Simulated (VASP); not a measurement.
Write the native input for VASP 6.6.1 that does the following.

- Task: single point
- Functional: PBEsol
- Potentials or basis: VASP PAW PBE potentials, release 64 (Ta_pv, N)
- Cutoff: 520 eV
- k mesh: 12 × 12 × 6
- Occupations: gaussian, width 0.15 eV
- Spin: no spin polarisation
- Dipole correction: no
- Further INCAR settings: ALGO = Normal; EDIFF = 1e-07; NBANDS = 27

The structure of Ta3N lies in POSCAR:

```
Ta3N
1.0
    3.0005045844      0.0000000000      0.0000000000
   -1.5002522922      2.5985131942      0.0000000000
    0.0000000000      0.0000000000      7.4499251172
Ta N
3 1
Direct
    0.0000000000      0.0000000000      0.5000000000
    0.3333333333      0.6666666667      0.1725859884
    0.6666666667      0.3333333333      0.8274140116
    0.0000000000      0.0000000000      0.0000000000
```

The input as run:

INCAR

```
PREC = Accurate
ENCUT = 520
EDIFF = 1E-7
ISMEAR = 0
SIGMA = 0.15
LREAL = F
LASPH = T
NELM = 100
ALGO = Normal
ISIF = 2
LWAVE = F
LCHARG = T
GGA = PS
LELF = T
LVHAR = T
NBANDS = 27
```

KPOINTS

```
regular mesh
0
Gamma
  12 12 6
```

Potentials or basis: VASP PAW PBE potentials, release 64 (Ta_pv, N).

Run with:

```console
$ cat potpaw_PBE.64/Ta_pv/POTCAR potpaw_PBE.64/N/POTCAR > POTCAR
$ mpirun -np 1 vasp_std > vasp.out
```

It gave:

The pressure is 0.4 GPa, the largest force is 0.079 eV/Å and the band gap on the k mesh is zero (band 19 reaches 7.23 eV, above the bottom of band 20 at 6.52 eV).

Caveat: the PAW data sets were made with another functional, which shifts forces and pressure a little; spin-orbit coupling is left out, which moves the levels of the heavy elements.

Wall time 57 s on 1 thread of Intel(R) Xeon(R) 6975P-C (Granite Rapids) (shared host), peak memory 0.26 GiB.
